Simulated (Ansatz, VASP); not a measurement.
One calculation of HfC, two programs

INCAR

```
SYSTEM = HfC
PREC = Accurate ; ENCUT = 600
EDIFF = 1E-7 ; ISMEAR = 0
SIGMA = 0.1 ; LREAL = .FALSE.
LASPH = .TRUE. ; NELM = 120
ALGO = Normal ; ISIF = 3
LWAVE = .FALSE. ; LCHARG = .FALSE.
GGA = CA ; IBRION = 2
NSW = 100 ; EDIFFG = -0.05
GGA_COMPAT = .FALSE. ; NELMIN = 4
```

Contents of KPOINTS:

```
Automatic mesh
0
G
  8 8 8
  0 0 0
```

Contents of POSCAR:

```
HfC
1.0
    0.0000000000      2.3250000000      2.3250000000
    2.3250000000      0.0000000000      2.3250000000
    2.3250000000      2.3250000000      0.0000000000
Hf C
1 1
Direct
    0.5000000000      0.5000000000      0.5000000000
    0.0000000000      0.0000000000      0.0000000000
```

Input for Ansatz:

```yaml
crystal:
  lattice:
    - [0.0, 2.325, 2.325]
    - [2.325, 0.0, 2.325]
    - [2.325, 2.325, 0.0]
  atoms:
    - { symbol: Hf, position: [0.5, 0.5, 0.5] }
    - { symbol: C, position: [0.0, 0.0, 0.0] }
basis:
  ecutwfc: 420
kpoints:
  mp_grid: { grid: [8, 8, 8] }
hamiltonian:
  xc: lda
scf:
  occupations: { method: gaussian, width: 0.1 }
output:
  forces: true
  stress: true
  eigenvalues: true
relax:
  adjacent_minimum: "off"
  f_tol: 0.05
  max_steps: 80
  cell: { stress_tol: 0.5 }
```

Alike in both runs: task relaxation of cell and atoms; functional LDA; k mesh 8 × 8 × 8; occupations gaussian, width 0.1 eV; no spin polarisation.

|  | VASP | Ansatz |
| --- | --- | --- |
| version | VASP 6.6.1 | Ansatz 0.2.0 |
| potentials or method | VASP PAW LDA potentials, release 64 (Hf_pv, C), cutoff 600 eV | scalar-relativistic, plane waves, PAW |
| valence electrons in the cell | 14 | 30 |

```tsv
	VASP	Ansatz	Ansatz less VASP
gap on the k mesh at the Fermi level, each at its own relaxed structure (eV)	none	none	-
relaxed volume (Å³/atom)	11.99	11.96	-0.033
relaxed cell length with the largest relative difference (Å)	3.237	3.234	-0.0030
```

LDA's correlation is that of Perdew and Zunger in VASP and of Perdew and Wang (1992) in Ansatz. A gap of «none» marks a metal or a gap that the smearing closes. VASP's potentials hold 14 valence electrons a cell and Ansatz's 30, so a difference there can come from the potentials and not from the codes.

Spin-orbit coupling is off throughout.
